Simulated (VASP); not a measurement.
# Sb (R-3m) in VASP: further runs

The runs below take Sb through single point, with r2SCAN+rVV10, r2SCAN.

Program: VASP 6.6.1. These are calculated values, not measurements. Logs are shortened: lines on timing, memory, paths and dates and some standing lists are left out, and cuts for length are marked.

### 1 The cell of the first run

It takes space group R-3m (No. 166, trigonal). The conventional cell has a = 4.329 Å, b = 4.329 Å, c = 11.482 Å, α = 90.00°, β = 90.00°, γ = 120.00°. Sb (site symmetry 3m) has 6 Sb at 2.91 to 3.42 Å within 3.8 Å.

### 2 Single point, r2SCAN+rVV10

The input, POSCAR:

```
Sb
1.0
    2.1647005704      1.2497904571      3.8274116321
   -2.1647005704      1.2497904571      3.8274116321
    0.0000000000     -2.4995809141      3.8274116321
Sb
2
Direct
    0.2315156446      0.2315156446      0.2315156446
    0.7684843554      0.7684843554      0.7684843554
```

The input, INCAR.step1:

```
  PREC = Accurate
  ENCUT = 550
  ISMEAR = -1
  SIGMA = 0.02
  LREAL = F
  LASPH = T
  NELM = 120
  NBANDS = 22
  GGA = PE
  ALGO = Normal
  EDIFF = 1E-5
  LWAVE = T
  LCHARG = F
  GGA_COMPAT = F
```

The input, INCAR.step2:

```
  PREC = Accurate
  ENCUT = 550
  EDIFF = 1E-6
  ISMEAR = -1
  SIGMA = 0.02
  LREAL = F
  LASPH = T
  NELM = 120
  ALGO = Normal
  ISIF = 2
  LWAVE = F
  LCHARG = T
  METAGGA = R2SCAN
  LMIXTAU = T
  LUSE_VDW = T
  IVDW_NL = 2
  BPARAM = 11.95
  CPARAM = 0.0093
  LELF = T
  LVHAR = T
  NBANDS = 22
  ISTART = 1
  GGA_COMPAT = F
```

The input, KPOINTS:

```
regular mesh
0
Gamma
  6 6 6
```

Potentials or basis: VASP PAW PBE potentials, release 64 (Sb_d_GW).

Command:

```bash
$ cat potpaw_PBE.64/Sb_d_GW/POTCAR > POTCAR
$ cp INCAR.step1 INCAR
$ mpirun -np 1 vasp_std > vasp.out
$ cp INCAR.step2 INCAR
$ mpirun -np 1 vasp_std > vasp.out
```

OUTCAR:

```text
PREC = Accurate
   ENCUT = 550
   EDIFF = 1E-6
   ISMEAR = -1
   LREAL = F
   LASPH = T
   NELM = 120
   ISIF = 2
   METAGGA = R2SCAN
   IVDW_NL = 2
   BPARAM = 11.95
   ISTART = 1

 ion  position               nearest neighbor table
   1  0.232  0.232  0.232-   2 2.91   2 2.91   2 2.91   2 3.42   2 3.42   2 3.42
   2  0.768  0.768  0.768-   1 2.91   1 2.91   1 2.91   1 3.42   1 3.42   1 3.42

  LATTYP: Found a trigonal (rhomboedric) cell.
 ALAT       =     4.5713219694
 COS(alpha) =     0.5515210772

  Lattice vectors:

 A1 = (   2.1647005704,   1.2497904571,   3.8274116321)
 A2 = (  -2.1647005704,   1.2497904571,   3.8274116321)
 A3 = (   0.0000000000,  -2.4995809141,   3.8274116321)

Analysis of symmetry for initial positions (statically):
=====================================================================
 Subroutine PRICEL returns:
 Original cell was already a primitive cell.

 Routine SETGRP: Setting up the symmetry group for a
 trigonal (rhombohedral) supercell.

 Subroutine GETGRP returns: Found 12 space group operations
 (whereof 12 operations were pure point group operations)
 out of a pool of 12 trial point group operations.

The static configuration has the point symmetry D_3d.

Analysis of symmetry for dynamics (positions and initial velocities):
=====================================================================
 Subroutine PRICEL returns:
 Original cell was already a primitive cell.

 Routine SETGRP: Setting up the symmetry group for a
 trigonal (rhombohedral) supercell.

 Subroutine GETGRP returns: Found 12 space group operations
 (whereof 12 operations were pure point group operations)
 out of a pool of 12 trial point group operations.

The dynamic configuration has the point symmetry D_3d.

 Subroutine INISYM returns: Found 12 space group operations
 (whereof 12 operations are pure point group operations),
 and found     1 'primitive' translations

----------------------------------------------------------------------------------------

                                     Primitive cell

  volume of cell :      62.1286

  direct lattice vectors                    reciprocal lattice vectors
     2.164700570  1.249790457  3.827411632     0.230978828  0.133355688  0.087091059
    -2.164700570  1.249790457  3.827411632    -0.230978828  0.133355688  0.087091059
     0.000000000 -2.499580914  3.827411632     0.000000000 -0.266711377  0.087091059

  length of vectors
     4.571321969  4.571321969  4.571321969     0.280570510  0.280570510  0.280570510

  position of ions in fractional coordinates (direct lattice)
     0.231515645  0.231515645  0.231515645
     0.768484355  0.768484355  0.768484355

  ion indices of the primitive-cell ions
   primitive index   ion index
                 1           1
                 2           2

----------------------------------------------------------------------------------------

 KPOINTS: regular mesh

Automatic generation of k-mesh.
 Grid dimensions read from file:
 generate k-points for:    6    6    6

 Generating k-lattice:

  Cartesian coordinates                     Fractional coordinates (reciprocal lattice)
     0.038496471  0.022225948  0.014515177     0.166666667  0.000000000 -0.000000000
    -0.038496471  0.022225948  0.014515177     0.000000000  0.166666667 -0.000000000
     0.000000000 -0.044451896  0.014515177    -0.000000000 -0.000000000  0.166666667

  Length of vectors
     0.046761752  0.046761752  0.046761752

  Shift w.r.t. Gamma in fractional coordinates (k-lattice)
     0.000000000  0.000000000  0.000000000

 Subroutine IBZKPT returns following result:
 ===========================================

 Found     32 irreducible k-points:

 Following reciprocal coordinates:
            Coordinates               Weight
  0.000000  0.000000  0.000000      1.000000
  0.166667 -0.000000  0.000000      6.000000
  0.333333 -0.000000 -0.000000      6.000000
  0.500000  0.000000  0.000000      3.000000
  0.166667  0.166667  0.000000      6.000000
  0.333333  0.166667  0.000000     12.000000
[... 16 lines left out ...]
  0.500000  0.500000  0.166667      6.000000
 -0.333333  0.500000  0.166667     12.000000
 [... further k-points ...]
   k-points           NKPTS =     32   k-points in BZ     NKDIM =     32   number of bands    NBANDS=     22
   number of dos      NEDOS =    301   number of ions     NIONS =      2
   total plane-waves  NPLWV =  46656
   dimension x,y,z NGX =    36 NGY =   36 NGZ =   36
   dimension x,y,z NGXF=    72 NGYF=   72 NGZF=   72
   ions per type =               2
   NGX,Y,Z   is equivalent  to a cutoff of  13.09, 13.09, 13.09 a.u.
   NGXF,Y,Z  is equivalent  to a cutoff of  26.18, 26.18, 26.18 a.u.
 SYSTEM =  unknown system
   PREC   = accura    normal or accurate (medium, high low for compatibility)
   ISTART =      1    job   : 0-new  1-cont  2-samecut
   ICHARG =      0    charge: 1-file 2-atom 10-const
   ISPIN  =      1    spin polarized calculation?
   LNONCOLLINEAR =      F non collinear calculations
   LSORBIT =      F    spin-orbit coupling
   LASPH  =      T    aspherical Exc in radial PAW
   ENCUT  =  550.0 eV  40.42 Ry    6.36 a.u.   8.74  8.74  8.74*2*pi/ulx,y,z
   NELM   =    120;   NELMIN=  2; NELMDL=  0     # of ELM steps
   EDIFF  = 0.1E-05   stopping-criterion for ELM
   LREAL  =      F    real-space projection
   EDIFFG = 0.1E-04   stopping-criterion for IOM
   NSW    =      0    number of steps for IOM
   IBRION =     -1    ionic relax: 0-MD 1-quasi-New 2-CG
   NFREE  =      0    steps in history (QN), initial steepest desc. (CG)
   ISIF   =      2    stress and relaxation
   ISYM   =      2    0-nonsym 1-usesym 2-fastsym
   POTIM  = 0.5000    time-step for ionic-motion
   TEBEG  =    0.0;   TEEND  =   0.0 temperature during run
   PSTRESS=    0.0 pullay stress
   NELECT =      30.0000    total number of electrons
   NUPDOWN=      -1.0000    fix difference up-down
   EMIN   =  10.00;   EMAX   =-10.00  energy-range for DOS
   EFERMI =   0.00;   METHOD = LEGACY
   ISMEAR =    -1;   SIGMA  =   0.02  broadening in eV -4-tet -1-fermi 0-gaus
   EFERMI_NEDOS =   21; number of points for ismear=-14 and -15
   IALGO  =     38    algorithm
   IMIX   =      4    mixing-type and parameters
     AMIX     =   0.40;   BMIX     =  1.00
     AMIX_MAG =   1.60;   BMIX_MAG =  1.00
  volume/ion in A,a.u.               =      31.06       209.63
  Fermi-wavevector in a.u.,A,eV,Ry     =   1.284354  2.427077 22.443699  1.649565
  Thomas-Fermi vector in A             =   2.416553
   LORBIT       =      0    0 simple, 1 ext, 2 COOP (PROOUT), +10 PAW based schemes
   METAGGA = R2SCAN    functional components
   LHFCALC =     F    Hartree Fock is set to
   AEXX    =    0.0000 exact exchange contribution
   IVDW_NL    =     2    kernel type
   BPARAM     =11.9500
   IVDW    =     0    specifies the selected vdW correction
   LEPSILON=     F    determine dielectric tensor
   LRPA    =     F    only Hartree local field effects (RPA)
 non-spin polarized calculation
  energy-cutoff  :      550.00
  volume of cell :       62.13
 maximum number of plane-waves:      1832
   NGX = 17   NGY = 17   NGZ = 17

 number of electron      30.0000012 magnetization

 Free energy of the ion-electron system (eV)
  ---------------------------------------------------
  ext. energy  EPLUGINS =         0.00000000
  ---------------------------------------------------
  free energy    TOTEN  =       -50.67265755 eV

  energy without entropy =      -50.67188478  energy(sigma->0) =      -50.67227116

 E-fermi :   5.1135     XC(G=0): -10.5469

 val. band max:        4.9409279684   @ k =   0.5000   0.0000   0.0000
 cond. band min:       5.1134675820   @ k =   0.3333   0.1667   0.1667
 fundamental gap:      0.1725396136
 Fermi energy:         5.1134609549

 k-point     1 :       0.0000    0.0000    0.0000
  band No.  band energies     occupation
      1     -25.2407      2.00000
      2     -25.2407      2.00000
      3     -25.1473      2.00000
      4     -25.1473      2.00000
      5     -25.1133      2.00000
      6     -25.0261      2.00000
[... 14 lines left out ...]
     21      10.8161      0.00000
     22      12.0962      0.00000

 k-point     2 :       0.1667   -0.0000    0.0000
  band No.  band energies     occupation
      1     -25.2310      2.00000
      2     -25.2249      2.00000
      3     -25.1421      2.00000
      4     -25.1375      2.00000
      5     -25.1069      2.00000
      6     -25.0336      2.00000
[... 14 lines left out ...]
     21      10.8443      0.00000
     22      13.9320      0.00000

 k-point     3 :       0.3333   -0.0000   -0.0000
  band No.  band energies     occupation
      1     -25.2088      2.00000
      2     -25.1826      2.00000
      3     -25.1314      2.00000
      4     -25.1123      2.00000
      5     -25.0892      2.00000
      6     -25.0575      2.00000
[... 14 lines left out ...]
     21      12.5039      0.00000
     22      16.0551      0.00000

 k-point     4 :       0.5000    0.0000    0.0000
  band No.  band energies     occupation
      1     -25.1955      2.00000
      2     -25.1443      2.00000
      3     -25.1235      2.00000
      4     -25.0974      2.00000
      5     -25.0867      2.00000
      6     -25.0761      2.00000
[... 14 lines left out ...]
     21      14.7299      0.00000
     22      14.7725      0.00000

 k-point     5 :       0.1667    0.1667    0.0000
  band No.  band energies     occupation
      1     -25.2392      2.00000
      2     -25.2123      2.00000
      3     -25.1445      2.00000
      4     -25.1344      2.00000
      5     -25.1052      2.00000
      6     -25.0365      2.00000
[... 14 lines left out ...]
     21      11.6180      0.00000
     22      13.0084      0.00000

 k-point     6 :       0.3333    0.1667    0.0000
  band No.  band energies     occupation
      1     -25.2267      2.00000
      2     -25.1811      2.00000
      3     -25.1347      2.00000
      4     -25.1215      2.00000
      5     -25.0913      2.00000
      6     -25.0566      2.00000
[... 14 lines left out ...]
     21      13.1347      0.00000
     22      14.6600      0.00000

 k-point     7 :       0.5000    0.1667    0.0000
  band No.  band energies     occupation
      1     -25.2081      2.00000
      2     -25.1440      2.00000
      3     -25.1192      2.00000
      4     -25.1082      2.00000
      5     -25.0850      2.00000
      6     -25.0713      2.00000
[... 324 lines left out ...]
      6     -25.0552      2.00000
[... 14 lines left out ...]
     21      13.6350      0.00000
     22      14.8896      0.00000

 k-point    21 :      -0.3333    0.3333    0.1667
  band No.  band energies     occupation
      1     -25.2118      2.00000
      2     -25.1533      2.00000
      3     -25.1230      2.00000
      4     -25.1073      2.00000
      5     -25.0782      2.00000
      6     -25.0708      2.00000
[... 14 lines left out ...]
     21      15.4345      0.00000
     22      15.7596      0.00000

 k-point    22 :      -0.1667    0.3333    0.1667
  band No.  band energies     occupation
      1     -25.2222      2.00000
      2     -25.1405      2.00000
      3     -25.1292      2.00000
      4     -25.1015      2.00000
      5     -25.0891      2.00000
      6     -25.0745      2.00000
[... 14 lines left out ...]
     21      13.8994      0.00000
     22      15.0428      0.00000

 k-point    23 :       0.5000    0.5000    0.1667
  band No.  band energies     occupation
      1     -25.2264      2.00000
      2     -25.1670      2.00000
      3     -25.1374      2.00000
      4     -25.1058      2.00000
      5     -25.0848      2.00000
      6     -25.0590      2.00000
[... 14 lines left out ...]
     21      14.7651      0.00000
     22      15.4195      0.00000

 k-point    24 :      -0.3333    0.5000    0.1667
  band No.  band energies     occupation
      1     -25.2214      2.00000
      2     -25.1543      2.00000
      3     -25.1297      2.00000
      4     -25.1036      2.00000
      5     -25.0774      2.00000
      6     -25.0709      2.00000
[... 14 lines left out ...]
     21      15.5470      0.00000
     22      16.3621      0.00000

 [... further k-points ...]
[... 5 lines left out ...]
  --------------------------------------------------------------------------------------
  -------------------------------------------------------------------------------------
  Total        0.0210851      0.0210851      0.0097789     -0.0000000      0.0000000      0.0000000
  in kB        0.5437435      0.5437435      0.2521787     -0.0000000      0.0000000      0.0000000
  external PRESSURE =       0.4465552 kB  Pullay stress =       0.0000000 kB

 VOLUME and BASIS-vectors are now :
 -----------------------------------------------------------------------------
  energy-cutoff  :      550.00
  volume of cell :       62.13
      direct lattice vectors                 reciprocal lattice vectors
     2.164700570  1.249790457  3.827411632     0.230978828  0.133355688  0.087091059
    -2.164700570  1.249790457  3.827411632    -0.230978828  0.133355688  0.087091059
     0.000000000 -2.499580914  3.827411632     0.000000000 -0.266711377  0.087091059

 POSITION                                       TOTAL-FORCE (eV/Angst)
 -----------------------------------------------------------------------------------
      0.00000      0.00000      2.65832         0.000000      0.000000      0.014887
      0.00000      0.00000      8.82392         0.000000     -0.000000     -0.014887
 -----------------------------------------------------------------------------------
    total drift:                                0.000000     -0.000000      0.000000

  FREE ENERGIE OF THE ION-ELECTRON SYSTEM (eV)
  ---------------------------------------------------
  free  energy   TOTEN  =       -50.6726575482 eV

  energy  without entropy=      -50.6718847791  energy(sigma->0) =      -50.67227116
```

It took 2.4 min on 1 thread of AMD EPYC 9R45 (Zen 5), shared host; peak memory 0.38 GiB.

What came out:

```
Free energy            : -50.6727 eV
Pressure               : 0.0 GPa
Largest force          : 0.015 eV/Å
Band gap on the k mesh : zero (bands 15 and 16 overlap by 0.17 eV)
```

Forces on the atoms (eV/Å):
```
Sb   0.000  0.000  0.015
Sb   0.000  0.000 -0.015
```

Levels at points of the mesh, in eV from the Fermi level:
| k point | band 12 | band 13 | band 14 | band 15 | band 16 | band 17 | band 18 | band 19 |
| --- | --- | --- | --- | --- | --- | --- | --- | --- |
| (0.00, 0.00, 0.00) | -5.04 | -2.31 | -2.04 | -2.04 | 1.89 | 2.61 | 2.61 | 5.49 |
| (0.50, 0.00, 0.00) | -10.01 | -2.30 | -2.19 | -0.43 | -0.17 | 0.27 | 0.60 | 7.84 |
| (0.50, 0.50, 0.00) | -8.43 | -5.58 | -3.96 | -3.90 | 1.59 | 4.94 | 5.75 | 6.99 |
| (0.50, 0.50, 0.50) | -9.24 | -1.57 | -1.57 | -0.46 | 0.15 | 0.15 | 1.23 | 7.20 |

Caveat: the PAW data sets were made with another functional, which shifts forces and pressure a little; spin-orbit coupling is left out, which moves the levels of the heavy elements.

[end of part 1 of 2]

The gap in the log of VASP goes by the Fermi energy; the results here count the filled bands.